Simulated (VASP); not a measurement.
Set up this calculation in VASP 6.6.1, as the native input.

```
Task                   : single point
Functional             : PBEsol
Potentials or basis    : VASP PAW PBE potentials, release 64 (Ga_d, P)
Cutoff                 : 520 eV
k mesh                 : 14 × 14 × 12
Occupations            : gaussian, width 0.1 eV
Spin                   : no spin polarisation
Dipole correction      : no
Further INCAR settings : ALGO = Normal; EDIFF = 1e-06; NBANDS = 26
```

The structure of GaP lies in POSCAR:

```
GaP
1.0
    2.3577595725     -2.4624370653      0.0000000000
    2.3577595725      2.4624370653      0.0000000000
    0.0000000000      0.0000000000      4.5285734403
Ga P
2 2
Direct
    0.3412390609      0.6587609391      0.2500000000
    0.6587609391      0.3412390609      0.7500000000
    0.8336910607      0.1663089393      0.2500000000
    0.1663089393      0.8336910607      0.7500000000
```

The input as run:

INCAR

```
SYSTEM = GaP
  PREC = Accurate
  ENCUT = 520
  EDIFF = 1E-6
  ISMEAR = 0
  SIGMA = 0.1
  LREAL = .FALSE.
  LASPH = .TRUE.
  NELM = 80
  ALGO = Normal
  ISIF = 2
  LWAVE = .FALSE.
  LCHARG = .FALSE.
  GGA = PS
  NBANDS = 26
```

KPOINTS

```
regular mesh
0
G
  14 14 12
  0 0 0
```

Potentials or basis: VASP PAW PBE potentials, release 64 (Ga_d, P).

Run with:

```sh
$ cat potpaw_PBE.64/Ga_d/POTCAR potpaw_PBE.64/P/POTCAR > POTCAR
$ mpirun -np 1 vasp_std > vasp.out
```

Results of the run:

```
Pressure               : 30.9 GPa
Largest force          : 0.003 eV/Å
Band gap on the k mesh : zero (bands 18 and 19 overlap by 4.09 eV)
```

Caveat: the cell stands under pressure; the PAW data sets were made with another functional, which shifts forces and pressure a little.

It took 6.6 min on 1 thread of Intel(R) Xeon(R) Platinum 8259CL CPU @ 2.50GHz (Skylake/Cascade Lake), with other jobs on the host, peak memory 0.52 GiB.
